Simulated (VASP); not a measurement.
# Fe (Im-3m) in VASP: a series of runs

Runs on Fe. Level: LDA. Tasks: single point.

Everything below comes from runs of VASP 6.6.1. Logs are shortened: lines on timing, memory, paths and dates and some standing lists are left out, and cuts for length are marked.

## (1) The cell of the first run

It takes space group Im-3m (No. 229, cubic). The conventional cell has a = 2.786 Å, b = 2.786 Å, c = 2.786 Å, α = 90.00°, β = 90.00°, γ = 90.00°. Within 3.2 Å of Fe (site symmetry m-3m) lie 14 Fe at 2.41 to 2.79 Å.

## (2) Single point, LDA, collinear spin, ferromagnetic start (10.81 Å³/atom)

File INCAR:

```
SYSTEM = Fe
  PREC = Accurate
  ENCUT = 520
  EDIFF = 1E-7
  ISMEAR = 0
  SIGMA = 0.05
  LREAL = .False.
  LASPH = .True.
  NELM = 150
  ALGO = Normal
  ISIF = 2
  LWAVE = .False.
  LCHARG = .True.
  ISPIN = 2
  MAGMOM = 2.25
  LORBIT = 11
  LMAXMIX = 4
  LELF = .True.
  LVHAR = .True.
  NBANDS = 14
```

File KPOINTS:

```
Automatic mesh
0
Gamma
  22 22 22
  0 0 0
```

File POSCAR:

```
Fe
1.0
   -1.3929446329      1.3929446329      1.3929446329
    1.3929446329     -1.3929446329      1.3929446329
    1.3929446329      1.3929446329     -1.3929446329
Fe
1
Direct
    0.0000000000      0.0000000000      0.0000000000
```

Potentials or basis: VASP PAW LDA potentials, release 64 (Fe).

Launch:

```sh
cat potpaw_LDA.64/Fe/POTCAR > POTCAR
mpirun -np 1 vasp_std > vasp.out
```

OUTCAR:

```text
SYSTEM = Fe
   PREC = Accurate
   ENCUT = 520
   EDIFF = 1E-7
   ISMEAR = 0
   LREAL = .False.
   LASPH = .True.
   NELM = 150
   ISIF = 2
   ISPIN = 2
   LORBIT = 11

 ion  position               nearest neighbor table
   1  0.000  0.000  0.000-

  LATTYP: Found a body centered cubic cell.
 ALAT       =     2.7858892658

  Lattice vectors:

 A1 = (  -1.3929446329,   1.3929446329,   1.3929446329)
 A2 = (   1.3929446329,  -1.3929446329,   1.3929446329)
 A3 = (   1.3929446329,   1.3929446329,  -1.3929446329)

Analysis of symmetry for initial positions (statically):
=====================================================================
 Subroutine PRICEL returns:
 Original cell was already a primitive cell.

 Routine SETGRP: Setting up the symmetry group for a
 body centered cubic supercell.

 Subroutine GETGRP returns: Found 48 space group operations
 (whereof 48 operations were pure point group operations)
 out of a pool of 48 trial point group operations.

The static configuration has the point symmetry O_h .

Analysis of symmetry for dynamics (positions and initial velocities):
=====================================================================
 Subroutine PRICEL returns:
 Original cell was already a primitive cell.

 Routine SETGRP: Setting up the symmetry group for a
 body centered cubic supercell.

 Subroutine GETGRP returns: Found 48 space group operations
 (whereof 48 operations were pure point group operations)
 out of a pool of 48 trial point group operations.

The dynamic configuration has the point symmetry O_h .

Analysis of structural, dynamic, and magnetic symmetry:
=====================================================================
 Subroutine PRICEL returns:
 Original cell was already a primitive cell.

 Routine SETGRP: Setting up the symmetry group for a
 body centered cubic supercell.

 Subroutine GETGRP returns: Found 48 space group operations
 (whereof 48 operations were pure point group operations)
 out of a pool of 48 trial point group operations.

The overall configuration has the point symmetry O_h .

 Subroutine INISYM returns: Found 48 space group operations
 (whereof 48 operations are pure point group operations),
 and found     1 'primitive' translations

----------------------------------------------------------------------------------------

                                     Primitive cell

  volume of cell :      10.8109

  direct lattice vectors                    reciprocal lattice vectors
    -1.392944633  1.392944633  1.392944633     0.000000000  0.358951812  0.358951812
     1.392944633 -1.392944633  1.392944633     0.358951812  0.000000000  0.358951812
     1.392944633  1.392944633 -1.392944633     0.358951812  0.358951812  0.000000000

  length of vectors
     2.412650876  2.412650876  2.412650876     0.507634521  0.507634521  0.507634521

  position of ions in fractional coordinates (direct lattice)
     0.000000000  0.000000000  0.000000000

  ion indices of the primitive-cell ions
   primitive index   ion index
                 1           1

----------------------------------------------------------------------------------------

 KPOINTS: Automatic mesh

Automatic generation of k-mesh.
 Grid dimensions read from file:
 generate k-points for:   22   22   22

 Generating k-lattice:

  Cartesian coordinates                     Fractional coordinates (reciprocal lattice)
     0.000000000  0.016315991  0.016315991     0.045454545  0.000000000  0.000000000
     0.016315991  0.000000000  0.016315991     0.000000000  0.045454545  0.000000000
     0.016315991  0.016315991  0.000000000     0.000000000  0.000000000  0.045454545

  Length of vectors
     0.023074296  0.023074296  0.023074296

  Shift w.r.t. Gamma in fractional coordinates (k-lattice)
     0.000000000  0.000000000  0.000000000

 Subroutine IBZKPT returns following result:
 ===========================================

 Found    328 irreducible k-points:

 Following reciprocal coordinates:
            Coordinates               Weight
  0.000000  0.000000  0.000000      1.000000
  0.045455  0.000000  0.000000     12.000000
  0.090909  0.000000  0.000000     12.000000
  0.136364  0.000000  0.000000     12.000000
  0.181818  0.000000  0.000000     12.000000
  0.227273  0.000000  0.000000     12.000000
[... 16 lines left out ...]
  0.090909  0.090909  0.000000     24.000000
  0.136364  0.090909 -0.000000     48.000000
 [... further k-points ...]
   k-points           NKPTS =    328   k-points in BZ     NKDIM =    328   number of bands    NBANDS=     14
   number of dos      NEDOS =    301   number of ions     NIONS =      1
   total plane-waves  NPLWV =   5832
   dimension x,y,z NGX =    18 NGY =   18 NGZ =   18
   dimension x,y,z NGXF=    36 NGYF=   36 NGZF=   36
   ions per type =               1
   NGX,Y,Z   is equivalent  to a cutoff of  12.40, 12.40, 12.40 a.u.
   NGXF,Y,Z  is equivalent  to a cutoff of  24.81, 24.81, 24.81 a.u.
 SYSTEM =  Fe
   PREC   = accura    normal or accurate (medium, high low for compatibility)
   ISTART =      0    job   : 0-new  1-cont  2-samecut
   ICHARG =      2    charge: 1-file 2-atom 10-const
   ISPIN  =      2    spin polarized calculation?
   LNONCOLLINEAR =      F non collinear calculations
   LSORBIT =      F    spin-orbit coupling
   LASPH  =      T    aspherical Exc in radial PAW
   ENCUT  =  520.0 eV  38.22 Ry    6.18 a.u.   4.49  4.49  4.49*2*pi/ulx,y,z
   NELM   =    150;   NELMIN=  2; NELMDL= -5     # of ELM steps
   EDIFF  = 0.1E-06   stopping-criterion for ELM
   LREAL  =      F    real-space projection
   EDIFFG = 0.1E-05   stopping-criterion for IOM
   NSW    =      0    number of steps for IOM
   IBRION =     -1    ionic relax: 0-MD 1-quasi-New 2-CG
   NFREE  =      0    steps in history (QN), initial steepest desc. (CG)
   ISIF   =      2    stress and relaxation
   ISYM   =      2    0-nonsym 1-usesym 2-fastsym
   POTIM  = 0.5000    time-step for ionic-motion
   TEBEG  =    0.0;   TEEND  =   0.0 temperature during run
   PSTRESS=    0.0 pullay stress
   NELECT =       8.0000    total number of electrons
   NUPDOWN=      -1.0000    fix difference up-down
   EMIN   =  10.00;   EMAX   =-10.00  energy-range for DOS
   EFERMI =   0.00;   METHOD = LEGACY
   ISMEAR =     0;   SIGMA  =   0.05  broadening in eV -4-tet -1-fermi 0-gaus
   EFERMI_NEDOS =   21; number of points for ismear=-14 and -15
   IALGO  =     38    algorithm
   IMIX   =      4    mixing-type and parameters
     AMIX     =   0.40;   BMIX     =  1.00
     AMIX_MAG =   1.60;   BMIX_MAG =  1.00
  volume/ion in A,a.u.               =      10.81        72.96
  Fermi-wavevector in a.u.,A,eV,Ry     =   1.480759  2.798228 29.832767  2.192646
  Thomas-Fermi vector in A             =   2.594753
   LORBIT       =     11    0 simple, 1 ext, 2 COOP (PROOUT), +10 PAW based schemes
   GGA     = CA    functional components
   LHFCALC =     F    Hartree Fock is set to
   AEXX    =    0.0000 exact exchange contribution
   IVDW    =     0    specifies the selected vdW correction
   LEPSILON=     F    determine dielectric tensor
   LRPA    =     F    only Hartree local field effects (RPA)
 spin polarized calculation
 Gauss-broadening in eV      SIGMA  =   0.05
  energy-cutoff  :      520.00
  volume of cell :       10.81
 maximum number of plane-waves:       321
 NGX is ok and might be reduce to    18
   NGX =  9   NGY =  9   NGZ =  9

 number of electron       8.0000003 magnetization       2.0444845

 Free energy of the ion-electron system (eV)
  ---------------------------------------------------
  ext. energy  EPLUGINS =         0.00000000
  ---------------------------------------------------
  free energy    TOTEN  =        -9.20919158 eV

  energy without entropy =       -9.20742340  energy(sigma->0) =       -9.20830749

 E-fermi :   6.2575     XC(G=0): -13.6985

 val. band max:        6.2574629000   @ k =  -0.4091  -0.4545   0.2727
 cond. band min:       6.2596206253   @ k =   0.1364   0.1364   0.0909
 fundamental gap:      0.0021577253
 Fermi energy:         6.2575016678

 spin component 1

 k-point     1 :       0.0000    0.0000    0.0000
  band No.  band energies     occupation
      1      -2.5980      1.00000
      2       3.8466      1.00000
      3       3.8466      1.00000
      4       3.8466      1.00000
      5       5.3087      1.00000
      6       5.3087      1.00000
      7      31.5692      0.00000
      8      31.5692      0.00000
      9      31.5692      0.00000
     10      37.0409      0.00000
     11      37.0409      0.00000
     12      39.4837      0.00000
     13      39.4837      0.00000
     14      39.4837      0.00000
[... 375 lines left out ...]
 k-point    24 :       0.1364    0.0909   -0.0000
  band No.  band energies     occupation
      1      -1.0148      1.00000
      2       3.4861      1.00000
      3       3.6006      1.00000
      4       4.8010      1.00000
      5       5.0073      1.00000
      6       5.4028      1.00000
      7      25.7155      0.00000
      8      27.4493      0.00000
      9      31.6512      0.00000
     10      32.1066      0.00000
     11      35.9521      0.00000
     12      37.4373      0.00000
     13      41.4193      0.00000
     14      41.5261      0.00000

 [... further k-points ...]

 spin component 2

 k-point     1 :       0.0000    0.0000    0.0000
  band No.  band energies     occupation
      1      -2.2191      1.00000
      2       5.5158      1.00000
      3       5.5158      1.00000
      4       5.5158      1.00000
      5       7.4756      0.00000
      6       7.4756      0.00000
      7      31.7389      0.00000
      8      31.7389      0.00000
      9      31.7389      0.00000
     10      37.5156      0.00000
     11      37.5156      0.00000
     12      40.2909      0.00000
     13      40.2909      0.00000
     14      40.2909      0.00000
[... 375 lines left out ...]
 k-point    24 :       0.1364    0.0909   -0.0000
  band No.  band energies     occupation
      1      -0.6117      1.00000
      2       5.0954      1.00000
      3       5.2161      1.00000
      4       6.5264      0.00000
      5       7.0884      0.00000
      6       7.5784      0.00000
      7      26.3442      0.00000
      8      27.9927      0.00000
      9      32.1728      0.00000
     10      32.6377      0.00000
     11      36.4449      0.00000
     12      38.0844      0.00000
     13      41.9791      0.00000
     14      42.1019      0.00000

 [... further k-points ...]

------------------------ aborting loop because EDIFF is reached ----------------------------------------

  FORCE on cell =-STRESS in cart. coord.  units (eV):
  Direction    XX          YY          ZZ          XY          YZ          ZX
  --------------------------------------------------------------------------------------
  -------------------------------------------------------------------------------------
  Total       -0.6319091     -0.6319091     -0.6319091     -0.0000000      0.0000000     -0.0000000
  in kB      -93.6491109    -93.6491109    -93.6491109     -0.0000000      0.0000000     -0.0000000
  external PRESSURE =     -93.6491109 kB  Pullay stress =       0.0000000 kB

 VOLUME and BASIS-vectors are now :
 -----------------------------------------------------------------------------
  energy-cutoff  :      520.00
  volume of cell :       10.81
      direct lattice vectors                 reciprocal lattice vectors
    -1.392944633  1.392944633  1.392944633     0.000000000  0.358951812  0.358951812
     1.392944633 -1.392944633  1.392944633     0.358951812  0.000000000  0.358951812
     1.392944633  1.392944633 -1.392944633     0.358951812  0.358951812  0.000000000

 POSITION                                       TOTAL-FORCE (eV/Angst)
 -----------------------------------------------------------------------------------
      0.00000      0.00000      0.00000        -0.000000      0.000000     -0.000000
 -----------------------------------------------------------------------------------
    total drift:                                0.000000      0.000000      0.000000

  FREE ENERGIE OF THE ION-ELECTRON SYSTEM (eV)
  ---------------------------------------------------
  free  energy   TOTEN  =        -9.2091915805 eV

  energy  without entropy=       -9.2074233986  energy(sigma->0) =       -9.20830749

 total charge

# of ion       s       p       d       tot
------------------------------------------
    1        0.509   0.579   6.298   7.386

 magnetization (x)

# of ion       s       p       d       tot
------------------------------------------
    1       -0.010  -0.033   2.057   2.014
```

It took 42 s on 1 thread of Intel Xeon 6975P-C (Granite Rapids), shared host; peak memory 0.17 GiB.

Results:

```
Free energy                                           : -9.2092 eV
Pressure                                              : -9.4 GPa
Net moment                                            : 2.04 μB per cell
Site moments                                          : Fe +2.01 μB
Valence electrons inside the program's atomic spheres : Fe 7.39
```

Levels at points of the mesh, in eV from the Fermi level:
Spin up:
```csv
k point,band 2,band 3,band 4,band 5,band 6,band 7,band 8,band 9
"(0.00, 0.00, 0.00)",-2.41,-2.41,-2.41,-0.95,-0.95,25.31,25.31,25.31
"(0.50, 0.00, 0.00)",-3.60,-0.92,-0.73,0.37,0.54,7.78,18.63,20.80
"(0.50, 0.50, 0.50)",-5.11,0.24,0.24,0.24,10.11,10.11,10.11,16.16
```
Spin down:
```
           k point  band 1  band 2  band 3  band 4  band 5  band 6
(0.00, 0.00, 0.00)   -8.48   -0.74   -0.74   -0.74    1.22    1.22
(0.50, 0.00, 0.00)   -4.07   -2.09    0.75    1.14    1.49    2.47
(0.50, 0.50, 0.50)   -3.62   -3.62    2.14    2.14    2.14   10.57
```

Caveat: the cell stands under tension.

## (3) Single point, LDA, collinear spin, ferromagnetic start (10.82 Å³/atom)

File INCAR:

```
SYSTEM = Fe
ALGO = Normal
EDIFF = 1E-6
ENCUT = 520
ISIF = 2
ISMEAR = 0
ISPIN = 2
LASPH = .TRUE.
LCHARG = .FALSE.
LMAXMIX = 4
LORBIT = 11
LREAL = .FALSE.
LWAVE = .FALSE.
MAGMOM = 2.48
NBANDS = 14
NELM = 150
PREC = Accurate
SIGMA = 0.05
```

File KPOINTS:

```
k-points
0
G
  22 22 22
  0 0 0
```

File POSCAR:

```
Fe
1.0
   -1.3932011820      1.3932011820      1.3932011820
    1.3932011820     -1.3932011820      1.3932011820
    1.3932011820      1.3932011820     -1.3932011820
Fe
1
Direct
    0.0000000000      0.0000000000      0.0000000000
```

Potentials or basis: VASP PAW LDA potentials, release 64 (Fe).

Launch:

```sh
cat potpaw_LDA.64/Fe/POTCAR > POTCAR
mpirun -np 1 vasp_std > vasp.out
```

Wall time 35 s (1 thread of Intel Xeon 6975P-C (Granite Rapids), shared host); peak memory 0.18 GiB.

It converged, with:

| Property | Result |
| --- | --- |
| Free energy | -9.2088 eV |
| Pressure | -9.4 GPa |
| Net moment | 2.05 μB per cell |
| Site moments | Fe +2.02 μB |
| Valence electrons inside the program's atomic spheres | Fe 7.38 |

Levels at points of the mesh, in eV from the Fermi level:
Spin up:
```tsv
k point	band 3	band 4	band 5	band 6	band 7	band 8
(0.00, 0.00, 0.00)	-2.41	-2.41	-0.95	-0.95	25.31	25.31
(0.50, 0.00, 0.00)	-0.92	-0.73	0.37	0.53	7.77	18.63
(0.50, 0.50, 0.50)	0.24	0.24	0.24	10.11	10.11	10.11
```
Spin down:
```
           k point  band 1  band 2  band 3  band 4  band 5  band 6  band 7
(0.00, 0.00, 0.00)   -8.47   -0.74   -0.74   -0.74    1.22    1.22   25.48
(0.50, 0.00, 0.00)   -4.07   -2.08    0.75    1.14    1.49    2.47    9.04
(0.50, 0.50, 0.50)   -3.62   -3.62    2.14    2.14    2.14   10.57   10.57
```

Caveat: the cell stands under tension.
